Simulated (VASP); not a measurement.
MgO, 4 atoms in the cell. The structure is hexagonal, space group P6_3mc (No. 186). Conventional cell: a = 3.288 Å, b = 3.288 Å, c = 4.934 Å, α = 90.00°, β = 90.00°, γ = 120.00°. Mg (site symmetry 3m) has 4 O at 1.96 to 1.98 Å within 2.6 Å. Within 2.6 Å of O (site symmetry 3m) lie 4 Mg at 1.96 to 1.98 Å.  This cell differs from its parent crystal: uniaxial z strain -2.0%.

```yaml
Program: VASP 6.6.1
Task: dielectric tensor
Functional: r2SCAN
Potentials_or_basis: VASP PAW PBE potentials, release 64 (Mg, O)
Cutoff: 520 eV
k_mesh: 9 × 9 × 4
Occupations: gaussian, width 0.01 eV
Spin: no spin polarisation
Dipole_correction: no
Further_INCAR_settings: ALGO = Normal; EDIFF = 1e-08
```

Potentials or basis: VASP PAW PBE potentials, release 64 (Mg, O).

The run is started by

```bash
$ cat potpaw_PBE.64/Mg/POTCAR potpaw_PBE.64/O/POTCAR > POTCAR
$ mpirun -np 1 vasp_std > vasp.out
```

Hardware: 1 thread of Intel(R) Xeon(R) 6975P-C (Granite Rapids) (shared host).

**Question.** Estimate the wall time of this run.

**Answer.** Run time: 14 min on 1 thread of Intel(R) Xeon(R) 6975P-C (Granite Rapids), on a shared host, peak memory 0.48 GiB. Counts: scf iterations 67, k points 36.
